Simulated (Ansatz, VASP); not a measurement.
## Two plane-wave programs on GaSb

```
Ga Sb
1.0
    -1.50673    2.36565    3.31539
     1.50673   -2.36565    3.31539
     1.50673    2.36565   -3.31539
Ga Sb
1 1
Direct
  0.00000 0.00000 0.00000
  0.50000 0.50000 0.00000
```

Change from the starting cell: strain +e along x and -e along y +0.0133, strain +e along z and -e/2 along x and y +0.1500.

Alike in both runs: task single point; functional PBE; k mesh 16 × 16 × 16; occupations gaussian, width 0.15 eV; no spin polarisation.

|  | VASP | Ansatz |
| --- | --- | --- |
| version | VASP 6.6.1 | Ansatz 0.2.0 |
| potentials or method | VASP PAW PBE potentials, release 64 (Ga_d, Sb), cutoff 520 eV | scalar-relativistic, plane waves, PAW |
| valence electrons in the cell | 18 | 28 |

Ansatz gave:

* gap on the k mesh at the Fermi level (eV): none
* pressure (GPa): 7.0
* traceless stress, the component that is largest in VASP (GPa): -14.08

Problem. Which values does VASP return?

Solution. gap on the k mesh at the Fermi level (eV): none; pressure (GPa): 7.0; traceless stress, the component that is largest in VASP (GPa): -14.17.

A gap of «none» marks a metal or a gap that the smearing closes. With one functional, cell and mesh, what is left measures potentials, basis and numerics. VASP's potentials hold 18 valence electrons a cell and Ansatz's 28, so a difference there can come from the potentials and not from the codes.

Spin-orbit coupling is off throughout.
